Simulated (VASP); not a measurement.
Write the native input for VASP 6.6.1 that does the following.

* Task: single point
* Functional: PBE
* Potentials or basis: VASP PAW PBE potentials, release 64 (Ca_sv, O)
* Cutoff: 520 eV
* k mesh: 12 × 12 × 4
* Occupations: gaussian, width 0.01 eV
* Spin: no spin polarisation
* Dipole correction: no
* Further INCAR settings: ALGO = Normal; EDIFF = 1e-06; NBANDS = 24

The structure of CaO lies in POSCAR:

```
CaO
1.0
    3.3199366430      0.0000000000      0.0000000000
   -1.6599683215      2.8751494718      0.0000000000
    0.0000000000      0.0000000000      5.8143085412
Ca O
2 2
Direct
    0.0000000000      0.0000000000      0.0000000000
    0.0000000000      0.0000000000      0.5000000000
    0.3333333333      0.6666666667      0.2500000000
    0.6666666667      0.3333333333      0.7500000000
```

These files were run (other wordings do the same):

INCAR

```
SYSTEM = CaO
PREC = Accurate ; ENCUT = 520
EDIFF = 1E-6 ; ISMEAR = 0
SIGMA = 0.01 ; LREAL = .False.
LASPH = .True. ; NELM = 60
ALGO = Normal ; ISIF = 2
LWAVE = .False. ; LCHARG = .False.
GGA = PE ; NBANDS = 24
```

KPOINTS

```
regular mesh
0
Gamma
  12 12 4
  0 0 0
```

Potentials or basis: VASP PAW PBE potentials, release 64 (Ca_sv, O).

Command:

```bash
$ cat potpaw_PBE.64/Ca_sv/POTCAR potpaw_PBE.64/O/POTCAR > POTCAR
$ mpirun -np 1 vasp_std > vasp.out
```

Results of the run:

```json
{
 "Pressure": "3.3 GPa",
 "Band gap on the k mesh": "3.83 eV, direct"
}
```

Wall time 94 s on 1 thread of Intel Xeon 6975P-C, on a shared host, peak memory 0.22 GiB.
